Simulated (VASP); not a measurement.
Input of a VASP 6.6.1 run:

The input POSCAR:

```
LiTiH6O2F6
1.0
    6.1359104610      0.0000000000      0.0000000000
   -3.0679552305      5.3138543346      0.0000000000
    0.0000000000      0.0000000000      5.6151890000
Li Ti H O F
1 1 6 2 6
Direct
    0.0000000000      0.0000000000      0.5000000000
    0.0000000000      0.0000000000      0.0000000000
    0.1859310000      0.4931480000      0.2760630000
    0.5068520000      0.6927830000      0.2760630000
    0.4931480000      0.1859310000      0.7239370000
    0.3072170000      0.8140690000      0.2760630000
    0.6927830000      0.5068520000      0.7239370000
    0.8140690000      0.3072170000      0.7239370000
    0.3333333333      0.6666666667      0.3229850000
    0.6666666667      0.3333333333      0.6770150000
    0.2501020000      0.0118600000      0.2341360000
    0.9881400000      0.2382420000      0.2341360000
    0.0118600000      0.2501020000      0.7658640000
    0.7617580000      0.7498980000      0.2341360000
    0.2382420000      0.9881400000      0.7658640000
    0.7498980000      0.7617580000      0.7658640000
```

The input INCAR.step1:

```
ALGO = Normal
EDIFF = 1E-5
ENCUT = 910
GGA = PE
GGA_COMPAT = False
ISMEAR = -1
ISPIN = 2
LASPH = True
LCHARG = False
LMAXMIX = 4
LREAL = Auto
LWAVE = True
MAGMOM = 0 1 0 0 0 0 0 0 0 0 0 0 0 0 0 0
NBANDS = 56
NELM = 200
PREC = Accurate
SIGMA = 0.02
```

File INCAR.step2:

```
ALGO = Normal
EDIFF = 1E-7
ENCUT = 910
GGA_COMPAT = False
ISIF = 2
ISMEAR = -1
ISPIN = 2
ISTART = 1
LASPH = True
LCHARG = False
LEFG = True
LMAXMIX = 4
LMIXTAU = True
LORBIT = 11
LREAL = Auto
LWAVE = False
MAGMOM = 0 1 0 0 0 0 0 0 0 0 0 0 0 0 0 0
METAGGA = R2SCAN
NBANDS = 56
NELM = 200
PREC = Accurate
SIGMA = 0.02
```

Contents of KPOINTS:

```
k-points
0
Gamma
  5 5 4
```

Potentials or basis: VASP PAW PBE potentials, release 64 (Li_sv, Ti_sv, H_h, O_h, F_h).

Command:

```sh
$ cat potpaw_PBE.64/Li_sv/POTCAR potpaw_PBE.64/Ti_sv/POTCAR potpaw_PBE.64/H_h/POTCAR potpaw_PBE.64/O_h/POTCAR potpaw_PBE.64/F_h/POTCAR > POTCAR
$ cp INCAR.step1 INCAR
$ mpirun -np 1 vasp_std > vasp.out
$ cp INCAR.step2 INCAR
$ mpirun -np 1 vasp_std > vasp.out
```

(1) Predict the largest force.

(2) Predict the net moment.

(3) What does it give for the site moments?

(4) Predict the pressure.

Results:

(1) 0.369 eV/Å.

(2) 1.00 μB per cell.

(3) Li -0.00; Ti +0.90; H +0.00; O -0.00; F +0.00 μB.

(4) -2.3 GPa.

Caveat: without QUAD_EFG the Cq values of the log hold for a quadrupole moment of 1 mb, not for the nuclei; the PAW data sets were made with another functional, which shifts forces and pressure a little.
